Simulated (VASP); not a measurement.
A run of VASP 6.6.1 is set up as follows.

File INCAR:

```
PREC = Accurate ; ENCUT = 520
EDIFF = 1E-7 ; ISMEAR = -1
SIGMA = 0.05 ; LREAL = False
LASPH = True ; NELM = 60
ALGO = Normal ; ISIF = 2
LWAVE = False ; LCHARG = True
GGA = PS ; LELF = True
LVHAR = True ; NBANDS = 11
```

Contents of KPOINTS:

```
regular mesh
0
Gamma
  8 8 8
```

The input POSCAR:

```
MgS
1.0
    0.0000000000      2.7566411682      2.7566411682
    2.7566411682      0.0000000000      2.7566411682
    2.7566411682      2.7566411682      0.0000000000
S Mg
1 1
Direct
    0.2500000000      0.2500000000      0.2500000000
    0.0000000000      0.0000000000      0.0000000000
```

Potentials or basis: VASP PAW PBE potentials, release 64 (S, Mg).

The run is started by

```console
$ cat potpaw_PBE.64/S/POTCAR potpaw_PBE.64/Mg/POTCAR > POTCAR
$ mpirun -np 1 vasp_std > vasp.out
```

(1) What does it give for the band gap on the k mesh?

(2) What does it give for the pressure?

## Answers

(1) 3.63 eV, indirect (least direct gap 3.70 eV).

(2) 4.9 GPa.

Caveat: the PAW data sets were made with another functional, which shifts forces and pressure a little.
